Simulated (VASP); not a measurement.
A run of VASP 6.6.1 is set up as follows.

INCAR

```
  PREC = Accurate
  ENCUT = 520
  EDIFF = 1E-7
  ISMEAR = -1
  SIGMA = 0.02
  LREAL = False
  LASPH = True
  NELM = 80
  ALGO = Normal
  ISIF = 2
  LWAVE = False
  LCHARG = False
  GGA = PE
  NBANDS = 11
```

Contents of KPOINTS:

```
regular mesh
0
Gamma
  10 10 10
```

File POSCAR:

```
MgO
1.0
    2.6598216230      0.0000000000      0.0000000000
    0.0000000000      2.6598216230      0.0000000000
    0.0000000000      0.0000000000      2.6598216230
Mg O
1 1
Direct
    0.0000000000      0.0000000000      0.0000000000
    0.5000000000      0.5000000000      0.5000000000
```

Potentials or basis: VASP PAW PBE potentials, release 64 (Mg, O).

Run with:

```console
$ cat potpaw_PBE.64/Mg/POTCAR potpaw_PBE.64/O/POTCAR > POTCAR
$ mpirun -np 1 vasp_std > vasp.out
```

Task: What does it give for the band gap on the k mesh?

Result: 2.25 eV, indirect (least direct gap 3.22 eV).

Task: What does it give for the pressure?

Result: -0.7 GPa.

A k mesh can miss the band edges. PBE gaps usually lie below the measured ones, often by a third to a half.
